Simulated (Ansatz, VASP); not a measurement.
# LiF in VASP and in Ansatz

INCAR

```
  ALGO = Normal
  EDIFF = 1E-6
  ENCUT = 520
  GGA = CA
  ISIF = 2
  ISMEAR = 0
  LASPH = T
  LCHARG = T
  LELF = T
  LREAL = F
  LVHAR = T
  LWAVE = F
  NBANDS = 18
  NELM = 60
  PREC = Accurate
  SIGMA = 0.05
```

The input KPOINTS:

```
k-points
0
Gamma
  9 9 6
```

File POSCAR:

```
LiF
1.0
    3.0742074608      0.0000000000      0.0000000000
   -1.5371037304      2.6623417576      0.0000000000
    0.0000000000      0.0000000000      4.9605411588
Li F
2 2
Direct
    0.3333333333      0.6666666667      0.3839784076
    0.6666666667      0.3333333333      0.8839784076
    0.3333333333      0.6666666667      0.9910195924
    0.6666666667      0.3333333333      0.4910195924
```

Input for Ansatz:

```yaml
crystal:
  lattice:
    - [3.0742074608, 0.0, 0.0]
    - [-1.5371037304, 2.6623417576, 0.0]
    - [0.0, 0.0, 4.9605411588]
  atoms:
    - { symbol: Li, position: [0.3333333333, 0.6666666667, 0.3839784076] }
    - { symbol: Li, position: [0.6666666667, 0.3333333333, 0.8839784076] }
    - { symbol: F, position: [0.3333333333, 0.6666666667, 0.9910195924] }
    - { symbol: F, position: [0.6666666667, 0.3333333333, 0.4910195924] }
basis:
  ecutwfc: 520.0
kpoints:
  mp_grid: { grid: [9, 9, 6] }
hamiltonian:
  xc: lda
scf:
  occupations: { method: gaussian, width: 0.05 }
output:
  forces: true
  stress: true
  eigenvalues: true
```

Alike in both runs: task single point; functional LDA; k mesh 9 × 9 × 6; occupations gaussian, width 0.05 eV; no spin polarisation.

|  | VASP | Ansatz |
| --- | --- | --- |
| version | VASP 6.6.1 | Ansatz 0.2.0 |
| potentials or method | VASP PAW LDA potentials, release 64 (Li_sv, F), cutoff 520 eV | scalar-relativistic, plane waves, PAW |
| valence electrons in the cell | 20 | 20 |

Ansatz gave:

```
gap on the k mesh at the Fermi level (eV) : 7.39
least direct gap on the mesh (eV)         : 7.39
rms of the force components (eV/Å)        : 0.079
```

Q: Estimate VASP's values.

A: gap on the k mesh at the Fermi level (eV): 7.37; least direct gap on the mesh (eV): 7.37; rms of the force components (eV/Å): 0.079.

LDA's correlation is that of Perdew and Zunger in VASP and of Perdew and Wang (1992) in Ansatz. Atom by atom the forces differ by 0.001 eV/Å (rms over components).

Noted on VASP's run: the cutoff is short for stress, so the pressure is rough.
